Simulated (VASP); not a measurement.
# SnS (Pnma) in VASP: a series of runs

SnS is run at these levels: LDA; tasks: single point, relaxation of cell and atoms.

Everything below comes from runs of VASP 6.6.1. Logs are shortened: lines on timing, memory, paths and dates and some standing lists are left out, and cuts for length are marked.

### Step 1. The cell of the first run

The structure is orthorhombic, space group Pnma (No. 62). Conventional cell: a = 10.973 Å, b = 3.953 Å, c = 4.187 Å, α = 90.00°, β = 90.00°, γ = 90.00°. Sn (site symmetry m) has 6 S at 2.62 to 3.27 Å and 2 Sn at 3.38 Å within 3.5 Å. S (site symmetry m) has 6 Sn at 2.62 to 3.27 Å within 3.5 Å.

### Step 2. Single point, LDA

INCAR reads:

```
SYSTEM = SnS
ALGO     = Normal         ! electronic algorithm
EDIFF    = 1E-6           ! SCF threshold, eV
ENCUT    = 500            ! plane-wave cutoff, eV
GGA_COMPAT= .False.      
ISIF     = 2              ! what is computed and relaxed
ISMEAR   = 0              ! smearing method
LASPH    = .True.         ! aspherical terms in the spheres
LCHARG   = .False.        ! write CHGCAR
LREAL    = .False.        ! projectors in reciprocal space
LWAVE    = .False.        ! write WAVECAR
NBANDS   = 50             ! bands
NELM     = 120            ! most SCF steps
PREC     = Accurate       ! precision mode
SIGMA    = 0.02           ! smearing width, eV
```

KPOINTS reads:

```
k-points
0
Gamma
  4 8 8
  0 0 0
```

POSCAR reads:

```
SnS
1.0
   10.9731486693      0.0000000000      0.0000000000
    0.0000000000      3.9529085460      0.0000000000
    0.0000000000      0.0000000000      4.1871299922
Sn S
4 4
Direct
    0.6177502454      0.2500000000      0.3901751831
    0.3822497546      0.7500000000      0.6098248169
    0.8822497546      0.7500000000      0.8901751831
    0.1177502454      0.2500000000      0.1098248169
    0.3539969349      0.2500000000      0.0263479191
    0.6460030651      0.7500000000      0.9736520809
    0.1460030651      0.7500000000      0.5263479191
    0.8539969349      0.2500000000      0.4736520809
```

Potentials or basis: VASP PAW LDA potentials, release 64 (Sn_d, S).

Started as:

```sh
cat potpaw_LDA.64/Sn_d/POTCAR potpaw_LDA.64/S/POTCAR > POTCAR
mpirun -np 1 vasp_std > vasp.out
```

OUTCAR:

```text
SYSTEM = SnS
   EDIFF = 1E-6
   ENCUT = 500
   ISIF = 2
   ISMEAR = 0
   LASPH = .True.
   LREAL = .False.
   NELM = 120
   PREC = Accurate

 ion  position               nearest neighbor table
   1  0.618  0.250  0.390-   8 2.62   6 2.65   6 2.65   6 3.16   6 3.16   5 3.27   2 3.38   2 3.38

   2  0.382  0.750  0.610-   7 2.62   5 2.65   5 2.65   5 3.16   5 3.16   6 3.27   1 3.38   1 3.38

   3  0.882  0.750  0.890-   6 2.62   8 2.65   8 2.65   8 3.16   8 3.16   7 3.27   4 3.38   4 3.38

   4  0.118  0.250  0.110-   5 2.62   7 2.65   7 2.65   7 3.16   7 3.16   8 3.27   3 3.38   3 3.38

   5  0.354  0.250  0.026-   4 2.62   2 2.65   2 2.65   2 3.16   2 3.16   1 3.27
   6  0.646  0.750  0.974-   3 2.62   1 2.65   1 2.65   1 3.16   1 3.16   2 3.27
   7  0.146  0.750  0.526-   2 2.62   4 2.65   4 2.65   4 3.16   4 3.16   3 3.27
   8  0.854  0.250  0.474-   1 2.62   3 2.65   3 2.65   3 3.16   3 3.16   4 3.27

  LATTYP: Found a simple orthorhombic cell.
 ALAT       =     3.9529085460
 B/A-ratio  =     1.0592529383
 C/A-ratio  =     2.7759682628

  Lattice vectors:

 A1 = (   0.0000000000,   3.9529085460,   0.0000000000)
 A2 = (   0.0000000000,   0.0000000000,   4.1871299922)
 A3 = (  10.9731486693,   0.0000000000,   0.0000000000)

Analysis of symmetry for initial positions (statically):
=====================================================================
 Subroutine PRICEL returns:
 Original cell was already a primitive cell.

 Routine SETGRP: Setting up the symmetry group for a
 simple orthorhombic supercell.

 Subroutine GETGRP returns: Found  8 space group operations
 (whereof  2 operations were pure point group operations)
 out of a pool of  8 trial point group operations.

The static configuration has the point symmetry S_2 .
 The point group associated with its full space group is D_2h.

Analysis of symmetry for dynamics (positions and initial velocities):
=====================================================================
 Subroutine PRICEL returns:
 Original cell was already a primitive cell.

 Routine SETGRP: Setting up the symmetry group for a
 simple orthorhombic supercell.

 Subroutine GETGRP returns: Found  8 space group operations
 (whereof  2 operations were pure point group operations)
 out of a pool of  8 trial point group operations.

The dynamic configuration has the point symmetry S_2 .
 The point group associated with its full space group is D_2h.

[... 109 lines left out ...]
   NELM   =    120;   NELMIN=  2; NELMDL= -5     # of ELM steps
   EDIFF  = 0.1E-05   stopping-criterion for ELM
   LREAL  =      F    real-space projection
   EDIFFG = 0.1E-04   stopping-criterion for IOM
   NSW    =      0    number of steps for IOM
   IBRION =     -1    ionic relax: 0-MD 1-quasi-New 2-CG
   NFREE  =      0    steps in history (QN), initial steepest desc. (CG)
   ISIF   =      2    stress and relaxation
   ISYM   =      2    0-nonsym 1-usesym 2-fastsym
   POTIM  = 0.5000    time-step for ionic-motion
   TEBEG  =    0.0;   TEEND  =   0.0 temperature during run
   PSTRESS=    0.0 pullay stress
   NELECT =      80.0000    total number of electrons
   NUPDOWN=      -1.0000    fix difference up-down
   EMIN   =  10.00;   EMAX   =-10.00  energy-range for DOS
   EFERMI =   0.00;   METHOD = LEGACY
   ISMEAR =     0;   SIGMA  =   0.02  broadening in eV -4-tet -1-fermi 0-gaus
   EFERMI_NEDOS =   21; number of points for ismear=-14 and -15
   IALGO  =     38    algorithm
   IMIX   =      4    mixing-type and parameters
     AMIX     =   0.40;   BMIX     =  1.00
     AMIX_MAG =   1.60;   BMIX_MAG =  1.00
  volume/ion in A,a.u.               =      22.70       153.20
  Fermi-wavevector in a.u.,A,eV,Ry     =   1.245614  2.353868 21.110163  1.551553
  Thomas-Fermi vector in A             =   2.379828
   LORBIT       =      0    0 simple, 1 ext, 2 COOP (PROOUT), +10 PAW based schemes
   GGA     = CA    functional components
   LHFCALC =     F    Hartree Fock is set to
   AEXX    =    0.0000 exact exchange contribution
   IVDW    =     0    specifies the selected vdW correction
   LEPSILON=     F    determine dielectric tensor
   LRPA    =     F    only Hartree local field effects (RPA)
 non-spin polarized calculation
 Gauss-broadening in eV      SIGMA  =   0.02
  energy-cutoff  :      500.00
  volume of cell :      181.62
 maximum number of plane-waves:      4648
   NGX = 41   NGY = 15   NGZ = 15

 number of electron      79.9999983 magnetization

 Free energy of the ion-electron system (eV)
  ---------------------------------------------------
  ext. energy  EPLUGINS =         0.00000000
  ---------------------------------------------------
  free energy    TOTEN  =       -40.50088842 eV

  energy without entropy =      -40.50088842  energy(sigma->0) =      -40.50088842

 E-fermi :   6.9033     XC(G=0): -10.4670

 val. band max:        6.8094003600   @ k =   0.5000   0.0000   0.5000
 cond. band min:       7.4395500763   @ k =   0.0000   0.0000   0.0000
 fundamental gap:      0.6301497163
 Fermi energy:         6.9032973791

 k-point     1 :       0.0000    0.0000    0.0000
  band No.  band energies     occupation
      1     -14.4896      2.00000
      2     -14.4601      2.00000
      3     -14.4574      2.00000
      4     -14.4470      2.00000
      5     -14.4459      2.00000
      6     -14.4444      2.00000
[... 1261 lines left out ...]
     49      11.1579      0.00000
     50      11.1579      0.00000

 [... further k-points ...]
[... 5 lines left out ...]
  --------------------------------------------------------------------------------------
  -------------------------------------------------------------------------------------
  Total       -0.0187351     -0.0120727      0.0301004      0.0000000     -0.0000000      0.0000000
  in kB       -0.1652733     -0.1064998      0.2655327      0.0000000     -0.0000000      0.0000000
  external PRESSURE =      -0.0020801 kB  Pullay stress =       0.0000000 kB

 VOLUME and BASIS-vectors are now :
 -----------------------------------------------------------------------------
  energy-cutoff  :      500.00
  volume of cell :      181.62
      direct lattice vectors                 reciprocal lattice vectors
    10.973148669  0.000000000  0.000000000     0.091131546  0.000000000  0.000000000
     0.000000000  3.952908546  0.000000000     0.000000000  0.252978279  0.000000000
     0.000000000  0.000000000  4.187129992     0.000000000  0.000000000  0.238827073

 POSITION                                       TOTAL-FORCE (eV/Angst)
 -----------------------------------------------------------------------------------
      6.77867      0.98823      1.63371        -0.014531     -0.000000      0.010187
      4.19448      2.96468      2.55342         0.014531      0.000000     -0.010187
      9.68106      2.96468      3.72728         0.014531      0.000000      0.010187
      1.29209      0.98823      0.45985        -0.014531      0.000000     -0.010187
      3.88446      0.98823      0.11032         0.002894      0.000000      0.006902
      7.08869      2.96468      4.07681        -0.002894      0.000000     -0.006902
      1.60211      2.96468      2.20389        -0.002894     -0.000000      0.006902
      9.37104      0.98823      1.98324         0.002894      0.000000     -0.006902
 -----------------------------------------------------------------------------------
    total drift:                                0.000000     -0.000000      0.000000

  FREE ENERGIE OF THE ION-ELECTRON SYSTEM (eV)
  ---------------------------------------------------
  free  energy   TOTEN  =       -40.5008884209 eV

  energy  without entropy=      -40.5008884209  energy(sigma->0) =      -40.50088842
```

Wall time 6.5 min (1 thread of Intel Xeon Platinum 8488C (Sapphire Rapids), shared host); peak memory 0.53 GiB.

What came out:

| Quantity | Value |
| --- | --- |
| Free energy | -40.5009 eV |
| Pressure | 0.0 GPa |
| Largest force | 0.018 eV/Å |
| Band gap on the k mesh | 0.63 eV (least direct gap 1.05 eV) |

Forces in eV/Å, atoms in the order of the input:
```
Sn  -0.015  0.000  0.010
Sn   0.015  0.000 -0.010
Sn   0.015  0.000  0.010
Sn  -0.015  0.000 -0.010
S    0.003  0.000  0.007
S   -0.003  0.000 -0.007
S   -0.003  0.000  0.007
S    0.003  0.000 -0.007
```

Caveat: semilocal functionals underestimate gaps, and a narrow one can read as zero; spin-orbit coupling is left out, which moves the levels of the heavy elements.

### Step 3. Relaxation of cell and atoms, LDA

INCAR reads:

```
SYSTEM = SnS
ALGO = Normal
EDIFF = 1E-7
EDIFFG = -0.005
ENCUT = 500
GGA_COMPAT = .FALSE.
IBRION = 2
ISIF = 3
ISMEAR = 0
KPAR = 4
LASPH = .TRUE.
LCHARG = .FALSE.
LREAL = .FALSE.
LWAVE = .FALSE.
NELM = 120
NELMIN = 4
NSW = 100
PREC = Accurate
SIGMA = 0.02
```

KPOINTS reads:

```
k-points
0
G
  4 8 8
  0 0 0
```

POSCAR reads:

```
SnS
1.0
   10.9723156832      0.0000000000      0.0000000000
    0.0000000000      3.9525930059      0.0000000000
    0.0000000000      0.0000000000      4.1862428231
Sn S
4 4
Direct
    0.6178161505      0.2500000000      0.3900533716
    0.3821838495      0.7500000000      0.6099466284
    0.8821838495      0.7500000000      0.8900533716
    0.1178161505      0.2500000000      0.1099466284
    0.3540578601      0.2500000000      0.0265660474
    0.6459421399      0.7500000000      0.9734339526
    0.1459421399      0.7500000000      0.5265660474
    0.8540578601      0.2500000000      0.4734339526
```

Potentials or basis: VASP PAW LDA potentials, release 64 (Sn_d, S).

Started as:

```sh
cat potpaw_LDA.64/Sn_d/POTCAR potpaw_LDA.64/S/POTCAR > POTCAR
mpirun -np 4 vasp_std > vasp.out
```

OUTCAR:

```text
SYSTEM = SnS
   EDIFF = 1E-7
   EDIFFG = -0.005
   ENCUT = 500
   IBRION = 2
   ISIF = 3
   ISMEAR = 0
   LASPH = .TRUE.
   LREAL = .FALSE.
   NELM = 120
   NELMIN = 4
   NSW = 100
   PREC = Accurate

 ion  position               nearest neighbor table
   1  0.618  0.250  0.390-   8 2.62   6 2.65   6 2.65   6 3.16   6 3.16   5 3.27   2 3.38   2 3.38

   2  0.382  0.750  0.610-   7 2.62   5 2.65   5 2.65   5 3.16   5 3.16   6 3.27   1 3.38   1 3.38

   3  0.882  0.750  0.890-   6 2.62   8 2.65   8 2.65   8 3.16   8 3.16   7 3.27   4 3.38   4 3.38

   4  0.118  0.250  0.110-   5 2.62   7 2.65   7 2.65   7 3.16   7 3.16   8 3.27   3 3.38   3 3.38

   5  0.354  0.250  0.027-   4 2.62   2 2.65   2 2.65   2 3.16   2 3.16   1 3.27
   6  0.646  0.750  0.973-   3 2.62   1 2.65   1 2.65   1 3.16   1 3.16   2 3.27
   7  0.146  0.750  0.527-   2 2.62   4 2.65   4 2.65   4 3.16   4 3.16   3 3.27
   8  0.854  0.250  0.473-   1 2.62   3 2.65   3 2.65   3 3.16   3 3.16   4 3.27

  LATTYP: Found a simple orthorhombic cell.
 ALAT       =     3.9525930059
 B/A-ratio  =     1.0591130473
 C/A-ratio  =     2.7759791273

  Lattice vectors:

 A1 = (   0.0000000000,   3.9525930059,   0.0000000000)
[... 192 lines left out ...]
  energy without entropy =      -40.50080863  energy(sigma->0) =      -40.50080863

------------------------ aborting loop because EDIFF is reached ----------------------------------------

  FORCE on cell =-STRESS in cart. coord.  units (eV):
  Direction    XX          YY          ZZ          XY          YZ          ZX
  --------------------------------------------------------------------------------------
  -------------------------------------------------------------------------------------
  Total        0.0247956      0.0329384      0.0820835      0.0000000      0.0000000      0.0000000
  in kB        0.2188165      0.2906756      0.7243720      0.0000000      0.0000000      0.0000000
  external PRESSURE =       0.4112880 kB  Pullay stress =       0.0000000 kB
[... 155 lines left out ...]
--------------------------------------- Ionic step        5  -------------------------------------------

 number of electron      79.9999986 magnetization

 Free energy of the ion-electron system (eV)
  ---------------------------------------------------
  ext. energy  EPLUGINS =         0.00000000
  ---------------------------------------------------
  free energy    TOTEN  =       -40.50096224 eV

  energy without entropy =      -40.50096224  energy(sigma->0) =      -40.50096224

 E-fermi :   6.9854     XC(G=0): -10.4716

 val. band max:        6.8246190644   @ k =   0.5000   0.0000   0.5000
 cond. band min:       7.4472364391   @ k =   0.0000   0.0000   0.0000
 fundamental gap:      0.6226173747
 Fermi energy:         6.9854341833

 k-point     1 :       0.0000    0.0000    0.0000
  band No.  band energies     occupation
      1     -14.4815      2.00000
      2     -14.4522      2.00000
      3     -14.4492      2.00000
      4     -14.4389      2.00000
      5     -14.4386      2.00000
      6     -14.4358      2.00000
[... 1213 lines left out ...]
     47      10.3094      0.00000
     48      10.3094      0.00000

 [... further k-points ...]
[... 5 lines left out ...]
  --------------------------------------------------------------------------------------
  -------------------------------------------------------------------------------------
  Total        0.0159766     -0.0003061     -0.0286382      0.0000000      0.0000000      0.0000000
  in kB        0.1410574     -0.0027027     -0.2528472      0.0000000      0.0000000      0.0000000
  external PRESSURE =      -0.0381641 kB  Pullay stress =       0.0000000 kB
[... 23 lines left out ...]
  FREE ENERGIE OF THE ION-ELECTRON SYSTEM (eV)
  ---------------------------------------------------
  free  energy   TOTEN  =       -40.5009622444 eV

  energy  without entropy=      -40.5009622444  energy(sigma->0) =      -40.50096224

 reached required accuracy - stopping structural energy minimisation
```

It took 3.5 min on 4 MPI ranks of Intel Xeon 6975P-C (Granite Rapids), shared host; peak memory 0.52 GiB.

What came out:

```
Free energy                           : -40.5010 eV
Relaxed volume                        : 22.68 Å³/atom
Relaxed cell                          : a = 10.966 Å, b = 3.951 Å, c = 4.188 Å, α = 90.00°, β = 90.00°, γ = 90.00°
Space group after relaxing (to 0.1 Å) : Pnma (No. 62)
Energy gained by relaxing             : 0.0 meV/atom
Ionic steps                           : 5
Pressure after relaxing               : 0.0 GPa
Largest force after relaxing          : 0.004 eV/Å
Band gap on the k mesh                : 0.62 eV (least direct gap 1.05 eV)
```

Forces in eV/Å, atoms in the order of the input:
```
Sn  -0.002  0.000 -0.001
Sn   0.002  0.000  0.001
Sn   0.002  0.000 -0.001
Sn  -0.002  0.000  0.001
S    0.001  0.000 -0.004
S   -0.001  0.000  0.004
S   -0.001  0.000 -0.004
S    0.001  0.000  0.004
```

The path:
```csv
step,energy change (eV),largest force (eV/Å),pressure (GPa),volume (Å³)
1,0.0000,0.0222,0.04,181.55
2,-0.0001,0.0089,-0.04,181.71
3,-0.0001,0.0083,-0.05,181.71
4,-0.0001,0.0055,-0.03,181.61
5,-0.0002,0.0043,0.00,181.47
```

Final structure:
```cif
data_structure
_symmetry_space_group_name_H-M 'P 1'
_symmetry_Int_Tables_number 1
_cell_length_a 10.9664
_cell_length_b 3.9507
_cell_length_c 4.1885
_cell_angle_alpha 90.000
_cell_angle_beta 90.000
_cell_angle_gamma 90.000
_cell_volume 181.47
loop_
_atom_site_label
_atom_site_type_symbol
_atom_site_fract_x
_atom_site_fract_y
_atom_site_fract_z
_atom_site_occupancy
Sn1 Sn 0.61757 0.25000 0.39044 1
Sn2 Sn 0.38243 0.75000 0.60956 1
Sn3 Sn 0.88243 0.75000 0.89044 1
Sn4 Sn 0.11757 0.25000 0.10956 1
S1 S 0.35406 0.25000 0.02675 1
S2 S 0.64594 0.75000 0.97325 1
S3 S 0.14594 0.75000 0.52675 1
S4 S 0.85406 0.25000 0.47325 1
```

Caveat: semilocal functionals underestimate gaps, and a narrow one can read as zero; spin-orbit coupling is left out, which moves the levels of the heavy elements. A k mesh can miss the band edges.
